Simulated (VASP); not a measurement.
# KTaO3 (Pm-3m) in VASP: relaxation of the atoms with r2SCAN

Aim: the relaxation of the atoms of KTaO3 with r2SCAN.

All numbers are computed with VASP 6.6.1; they aren't measurements. Logs are shortened: lines on timing, memory, paths and dates and some standing lists are left out, and cuts for length are marked.

## (1) The cell of the first run

Symmetry: Pm-3m, No. 221, cubic system. The conventional cell has a = 3.963 Å, b = 3.963 Å, c = 3.963 Å, α = 90.00°, β = 90.00°, γ = 90.00°. K (site symmetry m-3m) has 12 O at 2.80 Å and 8 Ta at 3.43 Å within 3.7 Å. Within 2.6 Å of Ta (site symmetry m-3m) lie 6 O at 1.98 Å. Within 2.6 Å of O (site symmetry 4/mmm) lie 2 Ta at 1.98 Å.

## (2) Relaxation of the atoms, r2SCAN

Input file POSCAR:

```
KTaO3
1.0
    3.9628007900      0.0000000000      0.0000000000
    0.0000000000      3.9628007900      0.0000000000
    0.0000000000      0.0000000000      3.9628007900
K Ta O
1 1 3
Direct
    0.5000000000      0.5000000000      0.5000000000
    0.0000000000      0.0000000000      0.0000000000
    0.5000000000      0.0000000000      0.0000000000
    0.0000000000      0.5000000000      0.0000000000
    0.0000000000      0.0000000000      0.5000000000
```

Input file INCAR.step1:

```
  ALGO = Normal
  EDIFF = 1E-4
  ENCUT = 520
  GGA = PE
  ISMEAR = -1
  LASPH = True
  LCHARG = False
  LREAL = False
  LWAVE = True
  NELM = 100
  PREC = Accurate
  SIGMA = 0.02
```

Input file INCAR.step2:

```
  ALGO = Normal
  EDIFF = 1E-7
  EDIFFG = -0.01
  ENCUT = 520
  IBRION = 2
  ISIF = 2
  ISMEAR = -1
  ISTART = 1
  LASPH = True
  LCHARG = False
  LMIXTAU = True
  LREAL = False
  LWAVE = False
  METAGGA = R2SCAN
  NELM = 100
  NSW = 50
  PREC = Accurate
  SIGMA = 0.02
```

Input file KPOINTS:

```
k-points
0
Gamma
  8 8 8
```

Potentials or basis: VASP PAW PBE potentials, release 64 (K_sv, Ta_pv, O).

Started as:

```console
$ cat potpaw_PBE.64/K_sv/POTCAR potpaw_PBE.64/Ta_pv/POTCAR potpaw_PBE.64/O/POTCAR > POTCAR
$ cp INCAR.step1 INCAR
$ mpirun -np 1 vasp_std > vasp.out
$ cp INCAR.step2 INCAR
$ mpirun -np 1 vasp_std > vasp.out
```

OUTCAR:

```text
EDIFF = 1E-7
   EDIFFG = -0.01
   ENCUT = 520
   IBRION = 2
   ISIF = 2
   ISMEAR = -1
   ISTART = 1
   LASPH = True
   LREAL = False
   METAGGA = R2SCAN
   NELM = 100
   NSW = 50
   PREC = Accurate

 ion  position               nearest neighbor table
   1  0.500  0.500  0.500-   3 2.80   4 2.80   5 2.80   3 2.80   4 2.80   3 2.80   5 2.80   3 2.80
                             4 2.80   5 2.80   4 2.80   5 2.80   2 3.43   2 3.43   2 3.43   2 3.43
   2  0.000  0.000  0.000-   3 1.98   4 1.98   5 1.98   5 1.98   4 1.98   3 1.98   1 3.43   1 3.43
                             1 3.43   1 3.43   1 3.43   1 3.43   1 3.43   1 3.43
   3  0.500  0.000  0.000-   2 1.98   2 1.98   1 2.80   1 2.80   1 2.80   1 2.80
   4  0.000  0.500  0.000-   2 1.98   2 1.98   1 2.80   1 2.80   1 2.80   1 2.80
   5  0.000  0.000  0.500-   2 1.98   2 1.98   1 2.80   1 2.80   1 2.80   1 2.80

  LATTYP: Found a simple cubic cell.
 ALAT       =     3.9628007900

  Lattice vectors:

 A1 = (   3.9628007900,   0.0000000000,   0.0000000000)
 A2 = (   0.0000000000,   3.9628007900,   0.0000000000)
 A3 = (   0.0000000000,   0.0000000000,   3.9628007900)

Analysis of symmetry for initial positions (statically):
=====================================================================
 Subroutine PRICEL returns:
 Original cell was already a primitive cell.

 Routine SETGRP: Setting up the symmetry group for a
 simple cubic supercell.

 Subroutine GETGRP returns: Found 48 space group operations
 (whereof 48 operations were pure point group operations)
 out of a pool of 48 trial point group operations.

The static configuration has the point symmetry O_h .

Analysis of symmetry for dynamics (positions and initial velocities):
=====================================================================
 Subroutine PRICEL returns:
 Original cell was already a primitive cell.

 Routine SETGRP: Setting up the symmetry group for a
 simple cubic supercell.

 Subroutine GETGRP returns: Found 48 space group operations
 (whereof 48 operations were pure point group operations)
 out of a pool of 48 trial point group operations.

The dynamic configuration has the point symmetry O_h .

 Subroutine INISYM returns: Found 48 space group operations
 (whereof 48 operations are pure point group operations),
 and found     1 'primitive' translations

----------------------------------------------------------------------------------------

                                     Primitive cell

  volume of cell :      62.2310

  direct lattice vectors                    reciprocal lattice vectors
     3.962800790  0.000000000  0.000000000     0.252346775  0.000000000  0.000000000
     0.000000000  3.962800790  0.000000000     0.000000000  0.252346775  0.000000000
     0.000000000  0.000000000  3.962800790     0.000000000  0.000000000  0.252346775

  length of vectors
     3.962800790  3.962800790  3.962800790     0.252346775  0.252346775  0.252346775

  position of ions in fractional coordinates (direct lattice)
     0.500000000  0.500000000  0.500000000
     0.000000000  0.000000000  0.000000000
     0.500000000  0.000000000  0.000000000
     0.000000000  0.500000000  0.000000000
     0.000000000  0.000000000  0.500000000

  ion indices of the primitive-cell ions
   primitive index   ion index
                 1           1
                 2           2
                 3           3
                 4           4
                 5           5

----------------------------------------------------------------------------------------

 KPOINTS: k-points

Automatic generation of k-mesh.
 Grid dimensions read from file:
 generate k-points for:    8    8    8

 Generating k-lattice:

  Cartesian coordinates                     Fractional coordinates (reciprocal lattice)
     0.031543347  0.000000000  0.000000000     0.125000000  0.000000000  0.000000000
     0.000000000  0.031543347  0.000000000     0.000000000  0.125000000  0.000000000
     0.000000000  0.000000000  0.031543347     0.000000000  0.000000000  0.125000000

  Length of vectors
     0.031543347  0.031543347  0.031543347

  Shift w.r.t. Gamma in fractional coordinates (k-lattice)
     0.000000000  0.000000000  0.000000000

 Subroutine IBZKPT returns following result:
 ===========================================

 Found     35 irreducible k-points:

 Following reciprocal coordinates:
            Coordinates               Weight
  0.000000  0.000000  0.000000      1.000000
  0.125000  0.000000  0.000000      6.000000
  0.250000  0.000000  0.000000      6.000000
  0.375000  0.000000  0.000000      6.000000
  0.500000  0.000000  0.000000      3.000000
  0.125000  0.125000  0.000000     12.000000
[... 16 lines left out ...]
  0.375000  0.375000  0.125000     24.000000
  0.500000  0.375000  0.125000     24.000000
 [... further k-points ...]
   k-points           NKPTS =     35   k-points in BZ     NKDIM =     35   number of bands    NBANDS=     23
   number of dos      NEDOS =    301   number of ions     NIONS =      5
   total plane-waves  NPLWV =  27000
   dimension x,y,z NGX =    30 NGY =   30 NGZ =   30
   dimension x,y,z NGXF=    60 NGYF=   60 NGZF=   60
   ions per type =               1   1   3
   NGX,Y,Z   is equivalent  to a cutoff of  12.59, 12.59, 12.59 a.u.
   NGXF,Y,Z  is equivalent  to a cutoff of  25.17, 25.17, 25.17 a.u.
 SYSTEM =  unknown system
   PREC   = accura    normal or accurate (medium, high low for compatibility)
   ISTART =      1    job   : 0-new  1-cont  2-samecut
   ICHARG =      0    charge: 1-file 2-atom 10-const
   ISPIN  =      1    spin polarized calculation?
   LNONCOLLINEAR =      F non collinear calculations
   LSORBIT =      F    spin-orbit coupling
   LASPH  =      T    aspherical Exc in radial PAW
   ENCUT  =  520.0 eV  38.22 Ry    6.18 a.u.   7.37  7.37  7.37*2*pi/ulx,y,z
   NELM   =    100;   NELMIN=  2; NELMDL=  0     # of ELM steps
   EDIFF  = 0.1E-06   stopping-criterion for ELM
   LREAL  =      F    real-space projection
   EDIFFG = -.1E-01   stopping-criterion for IOM
   NSW    =     50    number of steps for IOM
   IBRION =      2    ionic relax: 0-MD 1-quasi-New 2-CG
   NFREE  =      1    steps in history (QN), initial steepest desc. (CG)
   ISIF   =      2    stress and relaxation
   ISYM   =      2    0-nonsym 1-usesym 2-fastsym
   POTIM  = 0.5000    time-step for ionic-motion
   TEBEG  =    0.0;   TEEND  =   0.0 temperature during run
   PSTRESS=    0.0 pullay stress
   NELECT =      38.0000    total number of electrons
   NUPDOWN=      -1.0000    fix difference up-down
   EMIN   =  10.00;   EMAX   =-10.00  energy-range for DOS
   EFERMI =   0.00;   METHOD = LEGACY
   ISMEAR =    -1;   SIGMA  =   0.02  broadening in eV -4-tet -1-fermi 0-gaus
   EFERMI_NEDOS =   21; number of points for ismear=-14 and -15
   IALGO  =     38    algorithm
   IMIX   =      4    mixing-type and parameters
     AMIX     =   0.40;   BMIX     =  1.00
     AMIX_MAG =   1.60;   BMIX_MAG =  1.00
  volume/ion in A,a.u.               =      12.45        83.99
  Fermi-wavevector in a.u.,A,eV,Ry     =   1.388888  2.624617 26.245760  1.929009
  Thomas-Fermi vector in A             =   2.512971
   LORBIT       =      0    0 simple, 1 ext, 2 COOP (PROOUT), +10 PAW based schemes
   METAGGA = R2SCAN    functional components
   LHFCALC =     F    Hartree Fock is set to
   AEXX    =    0.0000 exact exchange contribution
   IVDW    =     0    specifies the selected vdW correction
   LEPSILON=     F    determine dielectric tensor
   LRPA    =     F    only Hartree local field effects (RPA)
 conjugate gradient relaxation of ions
 non-spin polarized calculation
  energy-cutoff  :      520.00
  volume of cell :       62.23
 maximum number of plane-waves:      1743
 NGX is ok and might be reduce to    30
   NGX = 15   NGY = 15   NGZ = 15

 number of electron      37.9999979 magnetization

 Free energy of the ion-electron system (eV)
  ---------------------------------------------------
  ext. energy  EPLUGINS =         0.00000000
  ---------------------------------------------------
  free energy    TOTEN  =       -87.13583099 eV

  energy without entropy =      -87.13583099  energy(sigma->0) =      -87.13583099

 E-fermi :   1.9755     XC(G=0): -11.6666

 val. band max:        1.5520649477   @ k =   0.5000   0.5000   0.5000
 cond. band min:       4.1996496885   @ k =   0.0000   0.0000   0.0000
 fundamental gap:      2.6475847408
 Fermi energy:         1.9754702849

 k-point     1 :       0.0000    0.0000    0.0000
  band No.  band energies     occupation
      1     -33.6320      2.00000
      2     -33.6320      2.00000
      3     -33.6320      2.00000
      4     -26.8832      2.00000
      5     -17.0707      2.00000
      6     -16.3988      2.00000
[... 15 lines left out ...]
     22       4.1997      0.00000
     23       9.1274      0.00000

 k-point     2 :       0.1250    0.0000    0.0000
  band No.  band energies     occupation
      1     -33.6485      2.00000
      2     -33.6315      2.00000
      3     -33.6314      2.00000
      4     -26.8787      2.00000
      5     -17.0234      2.00000
      6     -16.3952      2.00000
[... 15 lines left out ...]
     22       4.6826      0.00000
     23       9.2977      0.00000

 k-point     3 :       0.2500    0.0000    0.0000
  band No.  band energies     occupation
      1     -33.6881      2.00000
      2     -33.6301      2.00000
      3     -33.6301      2.00000
      4     -26.8679      2.00000
      5     -16.9725      2.00000
      6     -16.3870      2.00000
[... 15 lines left out ...]
     22       5.7177      0.00000
     23       8.8735      0.00000
[... 495 lines left out ...]
 k-point    23 :       0.3750    0.3750    0.1250
  band No.  band energies     occupation
      1     -33.7223      2.00000
      2     -33.7219      2.00000
      3     -33.6417      2.00000
      4     -26.8400      2.00000
      5     -16.5066      2.00000
      6     -15.6519      2.00000
[... 15 lines left out ...]
     22       7.9353      0.00000
     23      10.6431      0.00000

 k-point    24 :       0.5000    0.3750    0.1250
  band No.  band energies     occupation
      1     -33.7379      2.00000
      2     -33.7214      2.00000
      3     -33.6411      2.00000
      4     -26.8375      2.00000
      5     -16.4858      2.00000
      6     -15.6307      2.00000
[... 15 lines left out ...]
     22       8.2445      0.00000
     23      10.6651      0.00000

 [... further k-points ...]

------------------------ aborting loop because EDIFF is reached ----------------------------------------

  FORCE on cell =-STRESS in cart. coord.  units (eV):
  Direction    XX          YY          ZZ          XY          YZ          ZX
  --------------------------------------------------------------------------------------
  -------------------------------------------------------------------------------------
  Total        2.1517308      2.1517308      2.1517308      0.0000000      0.0000000     -0.0000000
  in kB       55.3977087     55.3977087     55.3977087      0.0000000      0.0000000     -0.0000000
  external PRESSURE =      55.3977087 kB  Pullay stress =       0.0000000 kB

 VOLUME and BASIS-vectors are now :
 -----------------------------------------------------------------------------
  energy-cutoff  :      520.00
  volume of cell :       62.23
      direct lattice vectors                 reciprocal lattice vectors
     3.962800790  0.000000000  0.000000000     0.252346775  0.000000000  0.000000000
     0.000000000  3.962800790  0.000000000     0.000000000  0.252346775  0.000000000
     0.000000000  0.000000000  3.962800790     0.000000000  0.000000000  0.252346775

 POSITION                                       TOTAL-FORCE (eV/Angst)
 -----------------------------------------------------------------------------------
      1.98140      1.98140      1.98140         0.000000      0.000000      0.000000
      0.00000      0.00000      0.00000         0.000000      0.000000      0.000000
      1.98140      0.00000      0.00000         0.000000      0.000000      0.000000
      0.00000      1.98140      0.00000         0.000000      0.000000      0.000000
      0.00000      0.00000      1.98140         0.000000      0.000000      0.000000
 -----------------------------------------------------------------------------------
    total drift:                                0.000000     -0.000000      0.000000

  FREE ENERGIE OF THE ION-ELECTRON SYSTEM (eV)
  ---------------------------------------------------
  free  energy   TOTEN  =       -87.1358309869 eV

  energy  without entropy=      -87.1358309869  energy(sigma->0) =      -87.13583099

 reached required accuracy - stopping structural energy minimisation
```

Run time: 2.2 min. Hardware: 1 thread of Intel Xeon 6975P-C, shared host; peak memory 0.2 GiB.

Results:

| Item | Value |
| --- | --- |
| Free energy | -87.1358 eV |
| Pressure after relaxing | 5.5 GPa |
| Band gap on the k mesh | 2.65 eV, indirect (least direct gap 3.29 eV) |

Final structure:
```
CELL_PARAMETERS angstrom
3.96280 0.00000 0.00000
0.00000 3.96280 0.00000
0.00000 0.00000 3.96280
ATOMIC_POSITIONS crystal
K 0.50000 0.50000 0.50000
Ta 0.00000 0.00000 0.00000
O 0.50000 0.00000 0.00000
O 0.00000 0.50000 0.00000
O 0.00000 0.00000 0.50000
```

Levels at points of the mesh, in eV from the valence-band top:
| k point | band 17 | band 18 | band 19 | band 20 | band 21 | band 22 |
| --- | --- | --- | --- | --- | --- | --- |
| (0.00, 0.00, 0.00) | -0.64 | -0.64 | -0.64 | 2.65 | 2.65 | 2.65 |
| (0.50, 0.00, 0.00) | -1.59 | -0.88 | -0.88 | 2.81 | 5.57 | 5.57 |
| (0.50, 0.50, 0.00) | -1.49 | -1.49 | -0.04 | 5.61 | 5.61 | 6.96 |
| (0.50, 0.50, 0.50) | 0.00 | 0.00 | 0.00 | 7.11 | 7.11 | 7.11 |

Caveat: the relaxation stopped at its first step, so nothing moved; the PAW data sets were made with another functional, which shifts forces and pressure a little; spin-orbit coupling is left out, which moves the levels of the heavy elements.
